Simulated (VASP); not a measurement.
# NaCl (F-43m) in VASP: a series of runs

The runs below take NaCl through G0W0 quasiparticle levels, with PBE.

Everything below comes from runs of VASP 6.6.1. Logs are shortened: lines on timing, memory, paths and dates and some standing lists are left out, and cuts for length are marked.

### 1 The cell of the first run

The structure is cubic, space group F-43m (No. 216). Conventional cell: a = 6.175 Å, b = 6.175 Å, c = 6.175 Å, α = 90.00°, β = 90.00°, γ = 90.00°. Within 3.5 Å of Na (site symmetry -43m) lie 4 Cl at 2.67 Å. Within 3.5 Å of Cl (site symmetry -43m) lie 4 Na at 2.67 Å.

### 2 G0W0 quasiparticle levels, PBE

POSCAR

```
NaCl
1.0
    0.0000000000      3.0872727924      3.0872727924
    3.0872727924      0.0000000000      3.0872727924
    3.0872727924      3.0872727924      0.0000000000
Na Cl
1 1
Direct
    0.0000000000      0.0000000000      0.0000000000
    0.2500000000      0.2500000000      0.2500000000
```

INCAR.step1

```
PREC = Accurate ; ENCUT = 500
EDIFF = 1E-8 ; ISMEAR = 0
SIGMA = 0.01 ; LREAL = False
LASPH = True ; NELM = 60
ALGO = Normal ; LWAVE = True
LCHARG = False ; GGA = PE
```

INCAR.step2

```
PREC = Accurate ; ENCUT = 500
EDIFF = 1E-8 ; ISMEAR = 0
SIGMA = 0.01 ; LREAL = False
LASPH = True ; NELM = 1
ALGO = Exact ; LWAVE = True
LCHARG = False ; GGA = PE
NBANDS = 229 ; LOPTICS = True
ISTART = 1
```

INCAR.step3

```
PREC = Accurate ; ENCUT = 500
EDIFF = 1E-8 ; ISMEAR = 0
SIGMA = 0.01 ; LREAL = False
LASPH = True ; ALGO = EVGW0
LWAVE = False ; LCHARG = False
GGA = PE ; NELMGW = 1
NBANDS = 229 ; ENCUTGW = 140.0
NOMEGA = 96 ; PRECFOCK = Fast
ISTART = 1 ; NBANDSGW = 16
OMEGAMAX = 20
```

KPOINTS

```
regular mesh
0
Gamma
  4 4 4
```

Potentials or basis: VASP PAW PBE potentials, release 64 (Na_sv_GW, Cl_GW).

Run with:

```sh
$ cat potpaw_PBE.64/Na_sv_GW/POTCAR potpaw_PBE.64/Cl_GW/POTCAR > POTCAR
$ cp INCAR.step1 INCAR
$ mpirun -np 1 vasp_std > vasp.out
$ cp INCAR.step2 INCAR
$ mpirun -np 1 vasp_std > vasp.out
$ cp INCAR.step3 INCAR
$ mpirun -np 1 vasp_std > vasp.out
```

OUTCAR:

```text
PREC = Accurate
   ENCUT = 500
   EDIFF = 1E-8
   ISMEAR = 0
   LREAL = False
   LASPH = True
   GGA = PE
   NELMGW = 1
   ENCUTGW = 140.0
   PRECFOCK = Fast
   ISTART = 1

 ion  position               nearest neighbor table
   1  0.000  0.000  0.000-
   2  0.250  0.250  0.250-

  LATTYP: Found a face centered cubic cell.
 ALAT       =     6.1745455848

  Lattice vectors:

 A1 = (   0.0000000000,   3.0872727924,   3.0872727924)
 A2 = (   3.0872727924,   0.0000000000,   3.0872727924)
 A3 = (   3.0872727924,   3.0872727924,   0.0000000000)

Analysis of symmetry for initial positions (statically):
=====================================================================
 Subroutine PRICEL returns:
 Original cell was already a primitive cell.

 Routine SETGRP: Setting up the symmetry group for a
 face centered cubic supercell.

 Subroutine GETGRP returns: Found 24 space group operations
 (whereof 24 operations were pure point group operations)
 out of a pool of 48 trial point group operations.

The static configuration has the point symmetry T_d .

Analysis of symmetry for dynamics (positions and initial velocities):
=====================================================================
 Subroutine PRICEL returns:
 Original cell was already a primitive cell.

 Routine SETGRP: Setting up the symmetry group for a
 face centered cubic supercell.

 Subroutine GETGRP returns: Found 24 space group operations
 (whereof 24 operations were pure point group operations)
 out of a pool of 48 trial point group operations.

The dynamic configuration has the point symmetry T_d .

 Subroutine INISYM returns: Found 24 space group operations
 (whereof 24 operations are pure point group operations),
 and found     1 'primitive' translations

----------------------------------------------------------------------------------------

                                     Primitive cell

  volume of cell :      58.8512

  direct lattice vectors                    reciprocal lattice vectors
     0.000000000  3.087272792  3.087272792    -0.161955238  0.161955238  0.161955238
     3.087272792  0.000000000  3.087272792     0.161955238 -0.161955238  0.161955238
     3.087272792  3.087272792  0.000000000     0.161955238  0.161955238 -0.161955238

  length of vectors
     4.366063054  4.366063054  4.366063054     0.280514701  0.280514701  0.280514701

  position of ions in fractional coordinates (direct lattice)
     0.000000000  0.000000000  0.000000000
     0.250000000  0.250000000  0.250000000

  ion indices of the primitive-cell ions
   primitive index   ion index
                 1           1
                 2           2

----------------------------------------------------------------------------------------

 KPOINTS: regular mesh

Automatic generation of k-mesh.
 Grid dimensions read from file:
 generate k-points for:    4    4    4

 Generating k-lattice:

  Cartesian coordinates                     Fractional coordinates (reciprocal lattice)
    -0.040488810  0.040488810  0.040488810     0.250000000  0.000000000  0.000000000
     0.040488810 -0.040488810  0.040488810     0.000000000  0.250000000  0.000000000
     0.040488810  0.040488810 -0.040488810     0.000000000  0.000000000  0.250000000

  Length of vectors
     0.070128675  0.070128675  0.070128675

  Shift w.r.t. Gamma in fractional coordinates (k-lattice)
     0.000000000  0.000000000  0.000000000

 Subroutine IBZKPT returns following result:
 ===========================================

 Found      8 irreducible k-points:

 Following reciprocal coordinates:
            Coordinates               Weight
  0.000000  0.000000  0.000000      1.000000
  0.250000  0.000000  0.000000      8.000000
  0.500000  0.000000  0.000000      4.000000
  0.250000  0.250000  0.000000      6.000000
  0.500000  0.250000  0.000000     24.000000
 -0.250000  0.250000  0.000000     12.000000
  0.500000  0.500000  0.000000      3.000000
 -0.250000  0.500000  0.250000      6.000000
   k-points           NKPTS =      8   k-points in BZ     NKDIM =     64   number of bands    NBANDS=    229
   number of dos      NEDOS =    301   number of ions     NIONS =      2
   total plane-waves  NPLWV =  32768
   dimension x,y,z NGX =    32 NGY =   32 NGZ =   32
   dimension x,y,z NGXF=    64 NGYF=   64 NGZF=   64
   ions per type =               1   1
   NGX,Y,Z   is equivalent  to a cutoff of  12.18, 12.18, 12.18 a.u.
   NGXF,Y,Z  is equivalent  to a cutoff of  24.37, 24.37, 24.37 a.u.
 SYSTEM =  unknown system
   PREC   = accura    normal or accurate (medium, high low for compatibility)
   ISTART =      1    job   : 0-new  1-cont  2-samecut
   ICHARG =      0    charge: 1-file 2-atom 10-const
   ISPIN  =      1    spin polarized calculation?
   LNONCOLLINEAR =      F non collinear calculations
   LSORBIT =      F    spin-orbit coupling
   LASPH  =      T    aspherical Exc in radial PAW
   ENCUT  =  500.0 eV  36.75 Ry    6.06 a.u.   7.96  7.96  7.96*2*pi/ulx,y,z
   NELM   =     60;   NELMIN=  2; NELMDL=  0     # of ELM steps
   EDIFF  = 0.1E-07   stopping-criterion for ELM
   LREAL  =      F    real-space projection
   EDIFFG = 0.1E-06   stopping-criterion for IOM
   NSW    =      0    number of steps for IOM
   IBRION =     -1    ionic relax: 0-MD 1-quasi-New 2-CG
   NFREE  =      0    steps in history (QN), initial steepest desc. (CG)
   ISIF   =      0    stress and relaxation
   ISYM   =      3    0-nonsym 1-usesym 2-fastsym
   POTIM  = 0.5000    time-step for ionic-motion
   TEBEG  =    0.0;   TEEND  =   0.0 temperature during run
   PSTRESS=    0.0 pullay stress
   NELECT =      16.0000    total number of electrons
   NUPDOWN=      -1.0000    fix difference up-down
   EMIN   =  10.00;   EMAX   =-10.00  energy-range for DOS
   EFERMI =   0.00;   METHOD = LEGACY
   ISMEAR =     0;   SIGMA  =   0.01  broadening in eV -4-tet -1-fermi 0-gaus
   EFERMI_NEDOS =   21; number of points for ismear=-14 and -15
   IALGO  =     38    algorithm
   IMIX   =      4    mixing-type and parameters
     AMIX     =   0.40;   BMIX     =  1.00
     AMIX_MAG =   1.60;   BMIX_MAG =  1.00
  volume/ion in A,a.u.               =      29.43       198.57
  Fermi-wavevector in a.u.,A,eV,Ry     =   1.060547  2.004143 15.303281  1.124759
  Thomas-Fermi vector in A             =   2.195932
   LORBIT       =      0    0 simple, 1 ext, 2 COOP (PROOUT), +10 PAW based schemes
   GGA     = PE    functional components
   LHFCALC =     T    Hartree Fock is set to
   PRECFOCK=fast      Normal, Fast or Accurate (Low or Medium for compatibility)
   ENCUT4O =  -1.0   cutoff for four orbital integrals eV
   NKREDX  =     1    reduce k-point grid by
   NKREDY  =     1    reduce k-point grid by
   NKREDZ  =     1    reduce k-point grid by
   AEXX    =    1.0000 exact exchange contribution
   HFSCREEN=    0.0000 screening length (either q_TF or 0.3 A-1)
   HFSCREENC=   0.0000 screening length for correlation (either q_TF or 0.3 A-1)
   ENCUTFOCK=  -1.0 apply spherical cutoff to Coloumb kernel
   IVDW    =     0    specifies the selected vdW correction
   LEPSILON=     F    determine dielectric tensor
   LRPA    =     F    only Hartree local field effects (RPA)
   LRPAFORCE           =     F    calculate RPA forces
   ENCUTGW             = 140.0    cutoff for response function in eV
   ENCUTGWSOFT         = 112.0    soft cutoff for Coulomb kernel in GW response function in eV
   ENCUTLF             =  -1.0    cutoff for local field effects
   NELMGW              =     1    number of iterations in solving QP/BSE equation
   NELMHF              =     1    number of iterations in the inner HF iteration
   NKREDLFX            =     1    NKREDLFY  =   1   NKREDLFZ  =   1
 non-spin polarized calculation
 Gauss-broadening in eV      SIGMA  =   0.01
  energy-cutoff  :      500.00
  volume of cell :       58.85
 maximum number of plane-waves:      1524
  NGX = 18; NGY = 18; NGZ = 18
   NGX = 15   NGY = 15   NGZ = 15
 maximum number of plane-waves:       229
 NGX is ok and might be reduce to    18

 QP shifts <psi_nk| G(iteration)W_0 |psi_nk>: iteration 1
 for sc-GW calculations column KS-energies equals QP-energies in previous step
 and V_xc(KS)=  KS-energies - (<T + V_ion + V_H > + <T+V_H+V_ion>^1  + <V_x>^1)

 k-point   1 :       0.0000    0.0000    0.0000
  band No.  KS-energies  QP-energies   sigma(KS)   V_xc(KS)     V^pw_x(r,r')   Z            occupation Imag(sigma)

      1     -51.2114     -60.8033     -41.5062     -29.2769     -49.1399       0.7843       2.0000       0.2353
      2     -23.1549     -29.2168     -35.7726     -28.3002     -41.3398       0.8112       2.0000       0.0411
      3     -23.1549     -29.2168     -35.7726     -28.3002     -41.3398       0.8112       2.0000       0.0411
      4     -23.1549     -29.2168     -35.7726     -28.3002     -41.3398       0.8112       2.0000       0.0411
      5     -14.6742     -16.1472     -17.2017     -15.1521     -24.3531       0.7187       2.0000       1.2278
      6      -2.5548      -4.8256     -16.9769     -14.1272     -18.6366       0.7968       2.0000       0.0334
[... 8 lines left out ...]
     15      12.8935      13.5658      -4.5459      -5.3536      -1.2644       0.8325       0.0000      -0.2319
     16      12.8935      13.5658      -4.5459      -5.3536      -1.2644       0.8325       0.0000      -0.2319

 k-point   2 :       0.2500    0.0000    0.0000
  band No.  KS-energies  QP-energies   sigma(KS)   V_xc(KS)     V^pw_x(r,r')   Z            occupation Imag(sigma)

      1     -51.2114     -60.8142     -41.5063     -29.2771     -49.1403       0.7852       2.0000       0.2353
      2     -23.1626     -29.1869     -35.7358     -28.2697     -41.3073       0.8069       2.0000       0.0477
      3     -23.1559     -29.2163     -35.7689     -28.2973     -41.3358       0.8111       2.0000       0.0414
      4     -23.1559     -29.2163     -35.7689     -28.2973     -41.3358       0.8111       2.0000       0.0414
      5     -14.6032     -16.0545     -17.3111     -15.2778     -24.4536       0.7138       2.0000       1.2025
      6      -3.1480      -5.4999     -16.0506     -13.0813     -17.7279       0.7921       2.0000       0.0371
[... 8 lines left out ...]
     15      11.4745      12.1753      -4.6282      -5.4817      -1.4610       0.8211       0.0000      -0.1387
     16      15.1815      16.2246      -5.7617      -7.0202      -2.0796       0.8289       0.0000      -0.3429

 k-point   3 :       0.5000    0.0000    0.0000
  band No.  KS-energies  QP-energies   sigma(KS)   V_xc(KS)     V^pw_x(r,r')   Z            occupation Imag(sigma)

      1     -51.2112     -60.8638     -41.5061     -29.2774     -49.1402       0.7893       2.0000       0.2353
      2     -23.1697     -29.1679     -35.7002     -28.2397     -41.2762       0.8040       2.0000       0.0541
      3     -23.1566     -29.2143     -35.7662     -28.2945     -41.3330       0.8107       2.0000       0.0417
      4     -23.1566     -29.2143     -35.7662     -28.2945     -41.3330       0.8107       2.0000       0.0417
      5     -14.5307     -15.9658     -17.4204     -15.4072     -24.5568       0.7129       2.0000       1.1737
      6      -3.6118      -6.0516     -15.5941     -12.5037     -17.3405       0.7895       2.0000       0.0422
[... 74 lines left out ...]
      1     -51.2113     -60.8284     -41.5060     -29.2775     -49.1402       0.7865       2.0000       0.2354
      2     -23.1711     -29.1574     -35.6868     -28.2336     -41.2665       0.8032       2.0000       0.0576
      3     -23.1593     -29.1983     -35.7564     -28.2859     -41.3227       0.8084       2.0000       0.0422
      4     -23.1593     -29.1983     -35.7564     -28.2859     -41.3227       0.8084       2.0000       0.0422
      5     -14.4849     -15.8987     -17.4899     -15.4868     -24.6203       0.7058       2.0000       1.1557
      6      -3.5183      -5.9330     -15.7806     -12.7163     -17.5197       0.7880       2.0000       0.0412
[... 8 lines left out ...]
     15      12.4955      13.9171      -6.5860      -8.3053      -3.0577       0.8269       0.0000      -0.1933
     16      12.7239      14.7495      -8.5952     -11.0933      -4.8922       0.8109       0.0000      -0.1078

 k-point   8 :      -0.2500    0.5000    0.2500
  band No.  KS-energies  QP-energies   sigma(KS)   V_xc(KS)     V^pw_x(r,r')   Z            occupation Imag(sigma)

      1     -51.2112     -60.8692     -41.5060     -29.2776     -49.1402       0.7898       2.0000       0.2354
      2     -23.1690     -29.1598     -35.6964     -28.2408     -41.2768       0.8035       2.0000       0.0574
      3     -23.1599     -29.1951     -35.7540     -28.2824     -41.3200       0.8077       2.0000       0.0423
      4     -23.1599     -29.1951     -35.7540     -28.2824     -41.3200       0.8077       2.0000       0.0423
      5     -14.4844     -15.9032     -17.4925     -15.4874     -24.6207       0.7076       2.0000       1.1563
      6      -3.2318      -5.5898     -16.1765     -13.1874     -17.8835       0.7889       2.0000       0.0388
[... 8 lines left out ...]
     15      12.5363      14.2303      -7.3679      -9.4350      -3.7947       0.8195       0.0000      -0.1522
     16      12.7249      14.7542      -8.6533     -11.1602      -4.9358       0.8095       0.0000      -0.1124
```

It took 3 min on 1 thread of Intel Xeon 6975P-C (Granite Rapids), shared host; peak memory 0.7 GiB.

What came out:

| Quantity | Value |
| --- | --- |
| Quasiparticle gap | 8.02 eV |
| Least direct quasiparticle gap | 8.02 eV |
| Band gap of the starting levels on the mesh | 4.95 eV |
| Least direct gap of the starting levels on the mesh | 4.95 eV |

Caveat: the k points lie up to 0.44 Å⁻¹ apart; bands, screening cutoff and mesh are small and nothing is extrapolated, so the quasiparticle values aren't converged; the structure was generated, so it needn't be the stable form of NaCl.

[end of part 1 of 3]
